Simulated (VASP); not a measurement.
Write the native input for VASP 6.6.1 that does the following.

* Task: single point
* Functional: PBEsol
* Potentials or basis: VASP PAW PBE potentials, release 64 (Co, O)
* Cutoff: 520 eV
* k mesh: 12 × 12 × 12
* Occupations: fermi-dirac, width 0.05 eV
* Spin: collinear spin, ferromagnetic start
* Starting moments: [2.0, 0.0] μB
* Dipole correction: no
* Further INCAR settings: ALGO = Normal; EDIFF = 1e-06; NBANDS = 18

The structure of CoO lies in POSCAR:

```
CoO
1.0
   -1.4876191232      1.4876191232      2.0787677284
    1.4876191232     -1.4876191232      2.0787677284
    1.4876191232      1.4876191232     -2.0787677284
Co O
1 1
Direct
    0.0000000000      0.0000000000      0.0000000000
    0.5000000000      0.5000000000      0.0000000000
```

These files were run (other wordings do the same):

INCAR

```
  PREC = Accurate
  ENCUT = 520
  EDIFF = 1E-6
  ISMEAR = -1
  SIGMA = 0.05
  LREAL = False
  LASPH = True
  NELM = 150
  ALGO = Normal
  ISIF = 2
  LWAVE = False
  LCHARG = False
  ISPIN = 2
  MAGMOM = 2 0
  LORBIT = 11
  LMAXMIX = 4
  GGA = PS
  NBANDS = 18
```

KPOINTS

```
Automatic mesh
0
Gamma
  12 12 12
```

Potentials or basis: VASP PAW PBE potentials, release 64 (Co, O).

Command:

```console
$ cat potpaw_PBE.64/Co/POTCAR potpaw_PBE.64/O/POTCAR > POTCAR
$ mpirun -np 1 vasp_std > vasp.out
```

Results of the run:

* Pressure: -3.4 GPa
* Net moment: 2.79 μB per cell
* Site moments: Co +2.46; O +0.28 μB
* Valence electrons inside the program's atomic spheres: Co 7.89; O 4.97

Caveat: the PAW data sets were made with another functional, which shifts forces and pressure a little; a cell with one magnetic atom can't hold antiferromagnetic order, which such compounds often take.

Run time: 44 s on 1 thread of Intel(R) Xeon(R) 6975P-C (Granite Rapids), with other jobs on the host, peak memory 0.21 GiB.
